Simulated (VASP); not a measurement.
A run of VASP 6.6.1 is set up as follows.

INCAR

```
SYSTEM = Mg
PREC     = Accurate       ! precision mode
ENCUT    = 520            ! plane-wave cutoff, eV
EDIFF    = 1E-6           ! SCF threshold, eV
ISMEAR   = -1             ! smearing method
SIGMA    = 0.05           ! smearing width, eV
LREAL    = .FALSE.        ! projectors in reciprocal space
LASPH    = .TRUE.         ! aspherical terms in the spheres
NELM     = 60             ! most SCF steps
ALGO     = Normal         ! electronic algorithm
ISIF     = 2              ! what is computed and relaxed
LWAVE    = .FALSE.        ! write WAVECAR
LCHARG   = .FALSE.        ! write CHGCAR
GGA      = PE             ! functional
IBRION   = 2              ! ionic algorithm
NSW      = 80             ! ionic steps
EDIFFG   = -0.02          ! ionic threshold
```

KPOINTS

```
Automatic mesh
0
G
  10 10 5
  0 0 0
```

Contents of POSCAR:

```
Mg
1.0
    3.3376720000      0.0000000000      0.0000000000
   -1.6688360000      2.7793353284      0.0000000000
    0.0000000000      0.0000000000      5.2103000000
Mg
2
Direct
    0.6666666667      0.3333333333      0.7500000000
    0.3333333333      0.6666666667      0.2500000000
```

Potentials or basis: VASP PAW PBE potentials, release 64 (Mg).

The run is started by

```bash
$ cat potpaw_PBE.64/Mg/POTCAR > POTCAR
$ mpirun -np 1 vasp_std > vasp.out
```

**Question.** Predict the energy gained by relaxing.

**Answer.** 0.3 meV/atom.

**Question.** Estimate the band gap on the k mesh.

**Answer.** Zero (band 2 reaches 3.19 eV, above the bottom of band 3 at 1.30 eV).

Step by step:
| step | energy change (eV) | largest force (eV/Å) | pressure (GPa) |
| --- | --- | --- | --- |
| 1 | 0.0000 | 0.0299 | -1.74 |
| 2 | -0.0001 | 0.0280 | -1.75 |
| 3 | -0.0003 | 0.0224 | -1.75 |
| 4 | -0.0006 | 0.0114 | -1.75 |
